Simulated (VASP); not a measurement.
Crystal: Dy3Be2Se.

```
CELL_PARAMETERS angstrom
3.35350 0.00000 0.00000
0.00000 3.35350 0.00000
0.00000 0.00000 10.02600
ATOMIC_POSITIONS crystal
Dy 0.50000 0.50000 0.18374
Dy 0.50000 0.50000 0.50000
Dy 0.50000 0.50000 0.81625
Be 0.00000 0.00000 0.33426
Be 0.00000 0.00000 0.66574
Se 0.00000 0.00000 0.00000
```

The cell was built from a structure type or drawn by symmetry, and may not be a known phase.

| Item | Value |
| --- | --- |
| Program | VASP 6.6.1 |
| Task | relaxation of cell and atoms |
| Functional | PBE |
| Potentials or basis | VASP PAW PBE potentials, release 64 (Dy_3, Be, Se), 4f in core |
| Cutoff | 600 eV |
| k mesh | 6 × 6 × 2 |
| Occupations | gaussian, width 0.1 eV |
| Spin | no spin polarisation |

At the start: pressure 8.6 GPa; volume 18.79 Å³/atom.

Where does the relaxation end?

Over 10 steps the energy falls by 79.9 meV/atom and the volume is 20.68 Å³/atom (+10.0 %); space group P4/mmm (No. 123, to 0.1 Å) before and after.

Step by step:
```tsv
step	energy change (eV)	largest force (eV/Å)	pressure (GPa)	volume (Å³)
1	0.0000	1.0567	8.58	112.75
2	-0.3737	0.3923	-2.70	129.99
3	-0.4002	0.4789	-0.77	126.08
4	-0.4372	0.3504	-0.35	125.16
5	-0.4548	0.1881	0.31	123.94
6	-0.4633	0.1567	-0.09	124.58
7	-0.4693	0.1215	-0.76	125.69
8	-0.4746	0.0914	-0.45	125.10
9	-0.4787	0.0281	0.16	123.92
10	-0.4793	0.0174	0.08	124.08
```

Final structure:
```yaml
crystal:
  lattice:
    - [3.49177, 0.00000, 0.00000]
    - [0.00000, 3.49177, 0.00000]
    - [0.00000, 0.00000, 10.17641]
  atoms:
    - { symbol: Dy, position: [0.50000, 0.50000, 0.17785] }
    - { symbol: Dy, position: [0.50000, 0.50000, 0.50000] }
    - { symbol: Dy, position: [0.50000, 0.50000, 0.82215] }
    - { symbol: Be, position: [0.00000, 0.00000, 0.35185] }
    - { symbol: Be, position: [0.00000, 0.00000, 0.64815] }
    - { symbol: Se, position: [0.00000, 0.00000, 0.00000] }
```

Caveat: the run has no spin polarisation, though such a crystal can be magnetic.
